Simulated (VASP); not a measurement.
# Mo (Im-3m) in VASP: notebook

Mo is run at these levels: PBE; tasks: single point, relaxation of cell and atoms.

Program: VASP 6.6.1. These are calculated values, not measurements. Logs are shortened: lines on timing, memory, paths and dates and some standing lists are left out, and cuts for length are marked.

**1. The cell of the first run**

Symmetry: Im-3m, No. 229, cubic system. The conventional cell has a = 3.160 Å, b = 3.160 Å, c = 3.160 Å, α = 90.00°, β = 90.00°, γ = 90.00°. Mo (site symmetry m-3m) has 14 Mo at 2.74 to 3.16 Å within 3.6 Å.

**2. Single point, PBE**

INCAR reads:

```
SYSTEM = Mo
  PREC = Accurate
  ENCUT = 500
  EDIFF = 1E-6
  ISMEAR = 0
  SIGMA = 0.1
  LREAL = .FALSE.
  LASPH = .TRUE.
  NELM = 120
  ALGO = Normal
  ISIF = 2
  LWAVE = .FALSE.
  LCHARG = .FALSE.
  GGA = PE
  NBANDS = 13
  GGA_COMPAT = .FALSE.
```

KPOINTS reads:

```
regular mesh
0
G
  18 18 18
  0 0 0
```

POSCAR reads:

```
Mo
1.0
   -1.5802449990      1.5802449990      1.5802449990
    1.5802449990     -1.5802449990      1.5802449990
    1.5802449990      1.5802449990     -1.5802449990
Mo
1
Direct
    0.0000000000      0.0000000000      0.0000000000
```

Potentials or basis: VASP PAW PBE potentials, release 64 (Mo_sv).

Run with:

```sh
cat potpaw_PBE.64/Mo_sv/POTCAR > POTCAR
mpirun -np 1 vasp_std > vasp.out
```

OUTCAR:

```text
SYSTEM = Mo
   PREC = Accurate
   ENCUT = 500
   EDIFF = 1E-6
   ISMEAR = 0
   LREAL = .FALSE.
   LASPH = .TRUE.
   NELM = 120
   ISIF = 2
   GGA = PE

 ion  position               nearest neighbor table
   1  0.000  0.000  0.000-

  LATTYP: Found a body centered cubic cell.
 ALAT       =     3.1604899980

  Lattice vectors:

 A1 = (  -1.5802449990,   1.5802449990,   1.5802449990)
 A2 = (   1.5802449990,  -1.5802449990,   1.5802449990)
 A3 = (   1.5802449990,   1.5802449990,  -1.5802449990)

Analysis of symmetry for initial positions (statically):
=====================================================================
 Subroutine PRICEL returns:
 Original cell was already a primitive cell.

 Routine SETGRP: Setting up the symmetry group for a
 body centered cubic supercell.

 Subroutine GETGRP returns: Found 48 space group operations
 (whereof 48 operations were pure point group operations)
 out of a pool of 48 trial point group operations.

The static configuration has the point symmetry O_h .

Analysis of symmetry for dynamics (positions and initial velocities):
=====================================================================
 Subroutine PRICEL returns:
 Original cell was already a primitive cell.

 Routine SETGRP: Setting up the symmetry group for a
 body centered cubic supercell.

 Subroutine GETGRP returns: Found 48 space group operations
 (whereof 48 operations were pure point group operations)
 out of a pool of 48 trial point group operations.

The dynamic configuration has the point symmetry O_h .

 Subroutine INISYM returns: Found 48 space group operations
 (whereof 48 operations are pure point group operations),
 and found     1 'primitive' translations

----------------------------------------------------------------------------------------

                                     Primitive cell

  volume of cell :      15.7846

  direct lattice vectors                    reciprocal lattice vectors
    -1.580244999  1.580244999  1.580244999     0.000000000  0.316406633  0.316406633
     1.580244999 -1.580244999  1.580244999     0.316406633  0.000000000  0.316406633
     1.580244999  1.580244999 -1.580244999     0.316406633  0.316406633  0.000000000

  length of vectors
     2.737064627  2.737064627  2.737064627     0.447466552  0.447466552  0.447466552

  position of ions in fractional coordinates (direct lattice)
     0.000000000  0.000000000  0.000000000

  ion indices of the primitive-cell ions
   primitive index   ion index
                 1           1

----------------------------------------------------------------------------------------

 KPOINTS: regular mesh

Automatic generation of k-mesh.
 Grid dimensions read from file:
 generate k-points for:   18   18   18

 Generating k-lattice:

  Cartesian coordinates                     Fractional coordinates (reciprocal lattice)
     0.000000000  0.017578146  0.017578146     0.055555556  0.000000000  0.000000000
     0.017578146  0.000000000  0.017578146     0.000000000  0.055555556  0.000000000
     0.017578146  0.017578146  0.000000000     0.000000000  0.000000000  0.055555556

  Length of vectors
     0.024859253  0.024859253  0.024859253

  Shift w.r.t. Gamma in fractional coordinates (k-lattice)
     0.000000000  0.000000000  0.000000000

 Subroutine IBZKPT returns following result:
 ===========================================

 Found    195 irreducible k-points:

 Following reciprocal coordinates:
            Coordinates               Weight
  0.000000  0.000000  0.000000      1.000000
  0.055556  0.000000  0.000000     12.000000
  0.111111  0.000000  0.000000     12.000000
  0.166667  0.000000  0.000000     12.000000
  0.222222  0.000000  0.000000     12.000000
  0.277778  0.000000  0.000000     12.000000
[... 16 lines left out ...]
  0.333333  0.111111  0.000000     48.000000
  0.388889  0.111111  0.000000     48.000000
 [... further k-points ...]
   k-points           NKPTS =    195   k-points in BZ     NKDIM =    195   number of bands    NBANDS=     13
   number of dos      NEDOS =    301   number of ions     NIONS =      1
   total plane-waves  NPLWV =   8000
   dimension x,y,z NGX =    20 NGY =   20 NGZ =   20
   dimension x,y,z NGXF=    40 NGYF=   40 NGZF=   40
   ions per type =               1
   NGX,Y,Z   is equivalent  to a cutoff of  12.15, 12.15, 12.15 a.u.
   NGXF,Y,Z  is equivalent  to a cutoff of  24.30, 24.30, 24.30 a.u.
 SYSTEM =  Mo
   PREC   = accura    normal or accurate (medium, high low for compatibility)
   ISTART =      0    job   : 0-new  1-cont  2-samecut
   ICHARG =      2    charge: 1-file 2-atom 10-const
   ISPIN  =      1    spin polarized calculation?
   LNONCOLLINEAR =      F non collinear calculations
   LSORBIT =      F    spin-orbit coupling
   LASPH  =      T    aspherical Exc in radial PAW
   ENCUT  =  500.0 eV  36.75 Ry    6.06 a.u.   4.99  4.99  4.99*2*pi/ulx,y,z
   NELM   =    120;   NELMIN=  2; NELMDL= -5     # of ELM steps
   EDIFF  = 0.1E-05   stopping-criterion for ELM
   LREAL  =      F    real-space projection
   EDIFFG = 0.1E-04   stopping-criterion for IOM
   NSW    =      0    number of steps for IOM
   IBRION =     -1    ionic relax: 0-MD 1-quasi-New 2-CG
   NFREE  =      0    steps in history (QN), initial steepest desc. (CG)
   ISIF   =      2    stress and relaxation
   ISYM   =      2    0-nonsym 1-usesym 2-fastsym
   POTIM  = 0.5000    time-step for ionic-motion
   TEBEG  =    0.0;   TEEND  =   0.0 temperature during run
   PSTRESS=    0.0 pullay stress
   NELECT =      14.0000    total number of electrons
   NUPDOWN=      -1.0000    fix difference up-down
   EMIN   =  10.00;   EMAX   =-10.00  energy-range for DOS
   EFERMI =   0.00;   METHOD = LEGACY
   ISMEAR =     0;   SIGMA  =   0.10  broadening in eV -4-tet -1-fermi 0-gaus
   EFERMI_NEDOS =   21; number of points for ismear=-14 and -15
   IALGO  =     38    algorithm
   IMIX   =      4    mixing-type and parameters
     AMIX     =   0.40;   BMIX     =  1.00
     AMIX_MAG =   1.60;   BMIX_MAG =  1.00
  volume/ion in A,a.u.               =      15.78       106.52
  Fermi-wavevector in a.u.,A,eV,Ry     =   1.572919  2.972386 33.661833  2.474075
  Thomas-Fermi vector in A             =   2.674281
   LORBIT       =      0    0 simple, 1 ext, 2 COOP (PROOUT), +10 PAW based schemes
   GGA     = PE    functional components
   LHFCALC =     F    Hartree Fock is set to
   AEXX    =    0.0000 exact exchange contribution
   IVDW    =     0    specifies the selected vdW correction
   LEPSILON=     F    determine dielectric tensor
   LRPA    =     F    only Hartree local field effects (RPA)
 non-spin polarized calculation
 Gauss-broadening in eV      SIGMA  =   0.10
  energy-cutoff  :      500.00
  volume of cell :       15.78
 maximum number of plane-waves:       418
   NGX =  9   NGY =  9   NGZ =  9

 number of electron      14.0000004 magnetization

 Free energy of the ion-electron system (eV)
  ---------------------------------------------------
  ext. energy  EPLUGINS =         0.00000000
  ---------------------------------------------------
  free energy    TOTEN  =       -10.93494888 eV

  energy without entropy =      -10.93229618  energy(sigma->0) =      -10.93362253

 E-fermi :  12.4549     XC(G=0): -13.3357

 val. band max:       12.4352802329   @ k =   0.3889   0.1111   0.0000
 cond. band min:      12.4586636211   @ k =  -0.3889   0.4444   0.2778
 fundamental gap:      0.0233833883
 Fermi energy:        12.4549012303

 k-point     1 :       0.0000    0.0000    0.0000
  band No.  band energies     occupation
      1     -48.8424      2.00000
      2     -22.1308      2.00000
      3     -22.1308      2.00000
      4     -22.1308      2.00000
      5       5.2339      2.00000
      6      11.0920      2.00000
      7      11.0920      2.00000
      8      11.0920      2.00000
      9      14.0818      0.00000
     10      14.0818      0.00000
     11      27.2545      0.00000
     12      27.2545      0.00000
     13      27.2545      0.00000

 k-point     2 :       0.0556    0.0000    0.0000
  band No.  band energies     occupation
      1     -48.8349      2.00000
      2     -22.1746      2.00000
      3     -22.1444      2.00000
      4     -22.1311      2.00000
      5       5.3696      2.00000
      6      11.0156      2.00000
      7      11.0799      2.00000
      8      11.2186      2.00000
      9      13.9680      0.00000
     10      14.0837      0.00000
     11      27.3564      0.00000
     12      27.4828      0.00000
     13      27.5207      0.00000

 k-point     3 :       0.1111    0.0000    0.0000
  band No.  band energies     occupation
      1     -48.8132      2.00000
      2     -22.2997      2.00000
      3     -22.1832      2.00000
      4     -22.1320      2.00000
      5       5.7574      2.00000
      6      10.8032      2.00000
      7      11.0263      2.00000
      8      11.5932      2.00000
      9      13.7167      0.00000
     10      14.0946      0.00000
     11      27.5989      0.00000
     12      28.1482      0.00000
     13      28.1802      0.00000

 k-point     4 :       0.1667    0.0000    0.0000
  band No.  band energies     occupation
      1     -48.7798      2.00000
      2     -22.4881      2.00000
      3     -22.2421      2.00000
      4     -22.1334      2.00000
      5       6.3306      2.00000
      6      10.4973      2.00000
      7      10.9131      2.00000
      8      12.1998      1.99969
      9      13.5191      0.00000
     10      14.1266      0.00000
     11      27.7645      0.00000
     12      28.8207      0.00000
     13      29.2002      0.00000

 k-point     5 :       0.2222    0.0000    0.0000
  band No.  band energies     occupation
      1     -48.7386      2.00000
      2     -22.7143      2.00000
      3     -22.3137      2.00000
      4     -22.1352      2.00000
      5       6.9461      2.00000
      6      10.1496      2.00000
      7      10.8346      2.00000
      8      13.0097      0.00000
      9      13.5011      0.00000
     10      14.1924      0.00000
     11      27.5223      0.00000
     12      28.8395      0.00000
     13      30.5714      0.00000

 k-point     6 :       0.2778    0.0000    0.0000
  band No.  band energies     occupation
      1     -48.6944      2.00000
      2     -22.9495      2.00000
      3     -22.3889      2.00000
      4     -22.1371      2.00000
      5       7.3681      2.00000
      6       9.8071      2.00000
      7      11.0519      2.00000
      8      13.6481      0.00000
      9      13.9768      0.00000
     10      14.2970      0.00000
     11      26.8050      0.00000
     12      28.0027      0.00000
     13      32.1857      0.00000

 k-point     7 :       0.3333    0.0000    0.0000
  band No.  band energies     occupation
      1     -48.6525      2.00000
      2     -23.1657      2.00000
      3     -22.4587      2.00000
      4     -22.1389      2.00000
      5       7.4558      2.00000
      6       9.5070      2.00000
      7      11.7256      2.00000
      8      13.8773      0.00000
      9      14.4322      0.00000
     10      15.0267      0.00000
     11      25.9081      0.00000
     12      26.7015      0.00000
     13      33.2400      0.00000
[... 193 lines left out ...]
 k-point    20 :       0.1667    0.1111    0.0000
  band No.  band energies     occupation
      1     -48.7225      2.00000
      2     -22.7796      2.00000
      3     -22.3163      2.00000
      4     -22.1849      2.00000
      5       7.2769      2.00000
      6      10.1803      2.00000
      7      10.4211      2.00000
      8      13.2355      0.00000
      9      13.5729      0.00000
     10      14.4392      0.00000
     11      28.0362      0.00000
     12      28.6090      0.00000
     13      30.1375      0.00000

 k-point    21 :       0.2222    0.1111    0.0000
  band No.  band energies     occupation
      1     -48.6808      2.00000
      2     -22.9801      2.00000
      3     -22.4031      2.00000
      4     -22.1913      2.00000
      5       7.7275      2.00000
      6       9.8451      2.00000
      7      10.5388      2.00000
      8      13.3519      0.00000
      9      14.4993      0.00000
     10      14.7062      0.00000
     11      27.0902      0.00000
     12      28.0289      0.00000
     13      31.2715      0.00000

 k-point    22 :       0.2778    0.1111    0.0000
  band No.  band energies     occupation
      1     -48.6414      2.00000
      2     -23.1633      2.00000
      3     -22.4874      2.00000
      4     -22.1957      2.00000
      5       7.8279      2.00000
      6       9.5668      2.00000
      7      11.0682      2.00000
      8      13.5981      0.00000
      9      14.6877      0.00000
     10      15.7895      0.00000
     11      26.0435      0.00000
     12      26.9358      0.00000
     13      31.4627      0.00000

 k-point    23 :       0.3333    0.1111    0.0000
  band No.  band energies     occupation
      1     -48.6091      2.00000
      2     -23.3097      2.00000
      3     -22.5566      2.00000
      4     -22.1987      2.00000
      5       7.7115      2.00000
      6       9.3621      2.00000
      7      11.8095      2.00000
      8      13.8626      0.00000
      9      14.8536      0.00000
     10      16.8908      0.00000
     11      24.9980      0.00000
     12      25.8347      0.00000
     13      30.2205      0.00000

 k-point    24 :       0.3889    0.1111    0.0000
  band No.  band energies     occupation
      1     -48.5879      2.00000
      2     -23.4040      2.00000
      3     -22.6019      2.00000
      4     -22.2006      2.00000
      5       7.5796      2.00000
      6       9.2364      2.00000
      7      12.4353      1.21859
      8      13.9819      0.00000
      9      15.1004      0.00000
     10      17.7562      0.00000
     11      24.0205      0.00000
     12      25.1817      0.00000
     13      29.3143      0.00000

 [... further k-points ...]
[... 5 lines left out ...]
  --------------------------------------------------------------------------------------
  -------------------------------------------------------------------------------------
  Total        0.0513699      0.0513699      0.0513699     -0.0000000     -0.0000000      0.0000000
  in kB        5.2141850      5.2141850      5.2141850     -0.0000000     -0.0000000      0.0000000
  external PRESSURE =       5.2141850 kB  Pullay stress =       0.0000000 kB

 VOLUME and BASIS-vectors are now :
 -----------------------------------------------------------------------------
  energy-cutoff  :      500.00
  volume of cell :       15.78
      direct lattice vectors                 reciprocal lattice vectors
    -1.580244999  1.580244999  1.580244999     0.000000000  0.316406633  0.316406633
     1.580244999 -1.580244999  1.580244999     0.316406633  0.000000000  0.316406633
     1.580244999  1.580244999 -1.580244999     0.316406633  0.316406633  0.000000000

 POSITION                                       TOTAL-FORCE (eV/Angst)
 -----------------------------------------------------------------------------------
      0.00000      0.00000      0.00000         0.000000      0.000000      0.000000
 -----------------------------------------------------------------------------------
    total drift:                                0.000000      0.000000      0.000000

  FREE ENERGIE OF THE ION-ELECTRON SYSTEM (eV)
  ---------------------------------------------------
  free  energy   TOTEN  =       -10.9349488800 eV

  energy  without entropy=      -10.9322961829  energy(sigma->0) =      -10.93362253
```

Wall time 24 s (1 thread of Intel Xeon 8259CL, shared host); peak memory 0.15 GiB.

Results:

```yaml
Free_energy: -10.9349 eV
Pressure: 0.5 GPa
Band_gap_on_the_k_mesh: zero (bands 7 and 8 overlap by 5.27 eV)
```

Levels at points of the mesh, in eV from the Fermi level:
```tsv
k point	band 4	band 5	band 6	band 7	band 8	band 9	band 10	band 11
(0.00, 0.00, 0.00)	-34.59	-7.22	-1.36	-1.36	-1.36	1.63	1.63	14.80
(0.50, 0.00, 0.00)	-34.60	-5.28	-3.37	1.57	1.65	2.27	4.66	11.48
(0.50, 0.50, 0.50)	-35.52	-5.38	-5.38	3.91	3.91	3.91	8.97	8.97
```

**3. Relaxation of cell and atoms, PBE**

This run uses another cell than the first one, of 15.83 Å³/atom.

INCAR reads:

```
  ALGO = Normal
  EDIFF = 1E-7
  EDIFFG = -0.002
  ENCUT = 500
  GGA = PE
  GGA_COMPAT = F
  IBRION = 2
  ISIF = 3
  ISMEAR = 0
  LASPH = T
  LCHARG = F
  LREAL = F
  LWAVE = F
  NELM = 120
  NELMIN = 4
  NSW = 100
  PREC = Accurate
  SIGMA = 0.1
```

KPOINTS reads:

```
k-points
0
Gamma
  18 18 18
```

POSCAR reads:

```
Mo
1.0
   -1.5816435610      1.5816435610      1.5816435610
    1.5816435610     -1.5816435610      1.5816435610
    1.5816435610      1.5816435610     -1.5816435610
Mo
1
Direct
    0.0000000000      0.0000000000      0.0000000000
```

Potentials or basis: VASP PAW PBE potentials, release 64 (Mo_sv).

Run with:

```sh
cat potpaw_PBE.64/Mo_sv/POTCAR > POTCAR
mpirun -np 1 vasp_std > vasp.out
```

It took 47 s on 1 thread of Intel Xeon 8259CL, shared host; peak memory 0.15 GiB.

Results (log left out):

| Quantity | Value |
| --- | --- |
| Free energy | -10.9350 eV |
| Relaxed volume | 15.82 Å³/atom |
| Relaxed cell | a = 2.739 Å, b = 2.739 Å, c = 2.739 Å, α = 109.47°, β = 109.47°, γ = 109.47° |
| Space group after relaxing (to 0.1 Å) | Im-3m (No. 229) |
| Energy gained by relaxing | 0.0 meV/atom |
| Ionic steps | 3 |
| Pressure after relaxing | 0.0 GPa |
| Band gap on the k mesh | zero (bands 7 and 8 overlap by 5.26 eV) |

Final structure:
```yaml
crystal:
  lattice:
    - [-1.58127, 1.58127, 1.58127]
    - [1.58127, -1.58127, 1.58127]
    - [1.58127, 1.58127, -1.58127]
  atoms:
    - { symbol: Mo, position: [0.00000, 0.00000, 0.00000] }
```

Levels at points of the mesh, in eV from the Fermi level:
| k point | band 3 | band 4 | band 5 | band 6 | band 7 | band 8 | band 9 | band 10 | band 11 |
| --- | --- | --- | --- | --- | --- | --- | --- | --- | --- |
| (0.00, 0.00, 0.00) | -34.59 | -34.59 | -7.21 | -1.36 | -1.36 | -1.36 | 1.62 | 1.62 | 14.80 |
| (0.50, 0.00, 0.00) | -35.02 | -34.60 | -5.27 | -3.36 | 1.57 | 1.65 | 2.27 | 4.64 | 11.45 |
| (0.50, 0.50, 0.50) | -35.52 | -35.52 | -5.37 | -5.37 | 3.90 | 3.90 | 3.90 | 8.96 | 8.96 |

The gap in the log of VASP goes by the Fermi energy; the results here count the filled bands.